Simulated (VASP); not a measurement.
Input of a VASP 6.6.1 run:

INCAR

```
SYSTEM = Os3Au
PREC = Accurate
ENCUT = 520
EDIFF = 1E-6
ISMEAR = 0
SIGMA = 0.2
LREAL = .FALSE.
LASPH = .TRUE.
NELM = 100
ALGO = Fast
ISIF = 2
LWAVE = .FALSE.
LCHARG = .TRUE.
GGA = PE
LELF = .TRUE.
LVHAR = .TRUE.
NBANDS = 45
```

File KPOINTS:

```
Automatic mesh
0
G
  8 8 2
  0 0 0
```

POSCAR

```
Os3Au
1.0
    2.7614283083      0.0000000000      0.0000000000
    0.0000000000      2.7614283083      0.0000000000
    0.0000000000      0.0000000000     15.8792376730
Os Au
6 2
Direct
    0.5000000000      0.5000000000      0.1167240565
    0.5000000000      0.5000000000      0.6167240565
    1.0000000000      0.0000000000      0.0000000000
    1.0000000000      0.0000000000      0.5000000000
    0.5000000000      0.5000000000      0.3832759435
    0.5000000000      0.5000000000      0.8832759435
    0.0000000000      0.0000000000      0.2500000000
    0.0000000000      0.0000000000      0.7500000000
```

Potentials or basis: VASP PAW PBE potentials, release 64 (Os, Au).

The run is started by

```bash
$ cat potpaw_PBE.64/Os/POTCAR potpaw_PBE.64/Au/POTCAR > POTCAR
$ mpirun -np 1 vasp_std > vasp.out
```

**Question.** Predict the pressure.

**Answer.** -0.3 GPa.

**Question.** Predict the band gap on the k mesh.

**Answer.** Zero (band 35 reaches 11.64 eV, above the bottom of band 36 at 8.21 eV).

**Question.** Predict the largest force.

**Answer.** 0.052 eV/Å.

Stress tensor (GPa, compression positive):
```
-0.16  0.00  0.00
 0.00 -0.16  0.00
 0.00  0.00 -0.50
```

Caveat: spin-orbit coupling is left out, which moves the levels of the heavy elements.
